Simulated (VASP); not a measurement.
Au, 1 atom in the cell. Symmetry: I4/mmm, No. 139, tetragonal system. Conventional cell: a = 3.054 Å, b = 3.054 Å, c = 3.671 Å, α = 90.00°, β = 90.00°, γ = 90.00°. Au (site symmetry 4/mmm) has 14 Au at 2.83 to 3.67 Å within 3.7 Å.  This cell differs from its parent crystal: ratio of the length along z to the lengths across it x 0.85, volume and fractional coordinates fixed.

| Item | Value |
| --- | --- |
| Program | VASP 6.6.1 |
| Task | single point |
| Functional | PBE |
| Potentials or basis | VASP PAW PBE potentials, release 64 (Au) |
| Cutoff | 520 eV |
| k mesh | 22 × 22 × 22 |
| Occupations | gaussian, width 0.15 eV |
| Spin | no spin polarisation |
| Dipole correction | no |
| Further INCAR settings | ALGO = Fast; EDIFF = 1e-07; NBANDS = 12 |

Potentials or basis: VASP PAW PBE potentials, release 64 (Au).

Launch:

```console
$ cat potpaw_PBE.64/Au/POTCAR > POTCAR
$ mpirun -np 1 vasp_std > vasp.out
```

Hardware: 1 thread of Intel(R) Xeon(R) 6975P-C (Granite Rapids) (shared host).

**Question.** How long does it take, and how much memory?

**Answer.** It took 67 s on 1 thread of Intel(R) Xeon(R) 6975P-C (Granite Rapids) (shared host), peak memory 0.28 GiB. Counts: scf iterations 13, k points 834.
